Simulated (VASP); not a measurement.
# Cs2AgBiBr6: single point with PBEsol

Cs2AgBiBr6:

```
Bi Cs Ag Br
1.0
     0.00000    5.59369    5.59369
     5.59369    0.00000    5.59369
     5.59369    5.59369    0.00000
Bi Cs Ag Br
1 2 1 6
Direct
  0.00000 0.00000 0.00000
  0.75000 0.75000 0.75000
  0.25000 0.25000 0.25000
  0.50000 0.50000 0.50000
  0.74609 0.74609 0.25391
  0.25391 0.25391 0.74609
  0.74609 0.25391 0.25391
  0.74609 0.25391 0.74609
  0.25391 0.74609 0.74609
  0.25391 0.74609 0.25391
```

```
Program                : VASP 6.6.1
Task                   : single point
Functional             : PBEsol
Potentials or basis    : VASP PAW PBE potentials, release 64 (Bi_d, Cs_sv, Ag, Br)
Cutoff                 : 500 eV
k mesh                 : 4 × 4 × 4
Occupations            : fermi-dirac, width 0.05 eV
Spin                   : no spin polarisation
Dipole correction      : no
Further INCAR settings : ALGO = Normal; EDIFF = 1e-06; NBANDS = 54
```

- Pressure: 0.0 GPa
- Largest force: 0.006 eV/Å
- Band gap on the k mesh: 1.10 eV (least direct gap 2.33 eV)

Forces in eV/Å, atoms in the order of the input:
```
Bi   0.000  0.000  0.000
Cs   0.000  0.000  0.000
Cs   0.000  0.000  0.000
Ag   0.000  0.000  0.000
Br   0.000  0.000 -0.006
Br   0.000  0.000  0.006
Br   0.006  0.000  0.000
Br   0.000 -0.006  0.000
Br  -0.006  0.000  0.000
Br   0.000  0.006  0.000
```

Levels at points of the mesh, in eV from the valence-band top:
```
           k point  band 40  band 41  band 42  band 43  band 44  band 45  band 46  band 47
(0.00, 0.00, 0.00)    -1.25    -1.25    -0.63    -0.63     2.06     2.06     2.06     3.45
(0.50, 0.00, 0.00)    -1.58    -1.54    -1.26    -1.26     1.10     3.53     3.53     4.80
(0.50, 0.50, 0.00)    -1.63    -1.27    -0.64     0.00     2.58     2.58     2.96     4.47
```

Run time: 5.2 min on 1 thread of Oxide Virtual Turin-like Processor, with other jobs on the host, peak memory 0.54 GiB.

Caveat: the PAW data sets were made with another functional, which shifts forces and pressure a little; spin-orbit coupling is left out, which moves the levels of the heavy elements. A k mesh can miss the band edges.
